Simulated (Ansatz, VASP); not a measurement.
## Two plane-wave programs on SiO2

POSCAR

```
SiO2
1.0
    4.1854060762      0.0000000000      0.0000000000
    0.0000000000      4.1854060762      0.0000000000
    0.0000000000      0.0000000000      2.6687449733
Si O
2 4
Direct
    0.5000000000      0.5000000000      0.5000000000
    0.0000000000      0.0000000000      0.0000000000
    0.7192270715      0.6685433313      0.0000000000
    0.2192270715      0.8314566687      0.5000000000
    0.2807729285      0.3314566687      0.0000000000
    0.7807729285      0.1685433313      0.5000000000
```

File INCAR.step1:

```
SYSTEM = SiO2
PREC = Accurate ; ENCUT = 520
ISMEAR = 0 ; SIGMA = 0.05
LREAL = .False. ; LASPH = .True.
NELM = 80 ; NBANDS = 25
GGA = PE ; ALGO = Normal
EDIFF = 1E-4 ; LWAVE = .True.
LCHARG = .False.
```

File INCAR.step2:

```
SYSTEM = SiO2
PREC = Accurate ; ENCUT = 520
EDIFF = 1E-7 ; ISMEAR = 0
SIGMA = 0.05 ; LREAL = .False.
LASPH = .True. ; NELM = 80
ALGO = Normal ; ISIF = 2
LWAVE = .False. ; LCHARG = .False.
METAGGA = R2SCAN ; LMIXTAU = .True.
NBANDS = 25 ; ISTART = 1
```

File KPOINTS:

```
regular mesh
0
Gamma
  6 6 8
  0 0 0
```

Input for Ansatz:

```yaml
crystal:
  lattice:
    - [4.1854060762, 0.0, 0.0]
    - [0.0, 4.1854060762, 0.0]
    - [0.0, 0.0, 2.6687449733]
  atoms:
    - { symbol: Si, position: [0.5, 0.5, 0.5] }
    - { symbol: Si, position: [0.0, 0.0, 0.0] }
    - { symbol: O, position: [0.7192270715, 0.6685433313, 0.0] }
    - { symbol: O, position: [0.2192270715, 0.8314566687, 0.5] }
    - { symbol: O, position: [0.2807729285, 0.3314566687, 0.0] }
    - { symbol: O, position: [0.7807729285, 0.1685433313, 0.5] }
basis:
  ecutwfc: 500
kpoints:
  mp_grid: { grid: [6, 6, 8] }
hamiltonian:
  xc: r2scan
scf:
  occupations: { method: gaussian, width: 0.05 }
output:
  forces: true
  stress: true
  eigenvalues: true
```

Change from the starting cell: mode 4 (232.3 1/cm) frozen in, largest displacement +0.150 Å.

Alike in both runs: task single point; functional r2SCAN; k mesh 6 × 6 × 8; occupations gaussian, width 0.05 eV; no spin polarisation.

|  | VASP | Ansatz |
| --- | --- | --- |
| version | VASP 6.6.1 | Ansatz 0.2.0 |
| potentials or method | VASP PAW PBE potentials, release 64 (Si, O), cutoff 520 eV | scalar-relativistic, plane waves, PAW |
| valence electrons in the cell | 32 | 32 |

```csv
,VASP,Ansatz,Ansatz less VASP
gap on the k mesh at the Fermi level (eV),6.59,6.59,+0.006
least direct gap on the mesh (eV),6.59,6.59,+0.006
pressure (GPa),-1.6,-2.0,-0.41
"traceless stress, the component that is largest in VASP (GPa)",-7.55,-7.29,+0.260
rms of the force components (eV/Å),0.274,0.275,+0.0008
```

VASP's potentials were made for PBE, not for r2SCAN. Atom by atom the forces differ by 0.010 eV/Å (rms over components).
